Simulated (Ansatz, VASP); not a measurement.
One calculation of BiMo, two programs

```
Mo Bi
1.0
     0.00000    3.11001    3.11001
     3.11001    0.00000    3.11001
     3.11001    3.11001    0.00000
Mo Bi
1 1
Cartesian
  0.0000 0.0000 0.0000
  1.5550 1.5550 1.5550
```

Alike in both runs: task single point; functional PBEsol; k mesh 10 × 10 × 10; occupations gaussian, width 0.05 eV; no spin polarisation.

|  | VASP | Ansatz |
| --- | --- | --- |
| version | VASP 6.6.1 | Ansatz 0.2.0 |
| potentials or method | VASP PAW PBE potentials, release 64 (Mo_sv, Bi_d), cutoff 520 eV | scalar-relativistic, plane waves, PAW |
| valence electrons in the cell | 29 | 29 |

Ansatz gave:

```
gap on the k mesh at the Fermi level (eV) : none
pressure (GPa)                            : 0.0
```

**Question.** What did VASP give for the same quantities?

**Answer.** gap on the k mesh at the Fermi level (eV): none; pressure (GPa): 0.1.

VASP's potentials were made for PBE, not for PBEsol. A gap of «none» marks a metal or a gap that the smearing closes.

Neither program's run includes spin-orbit coupling.
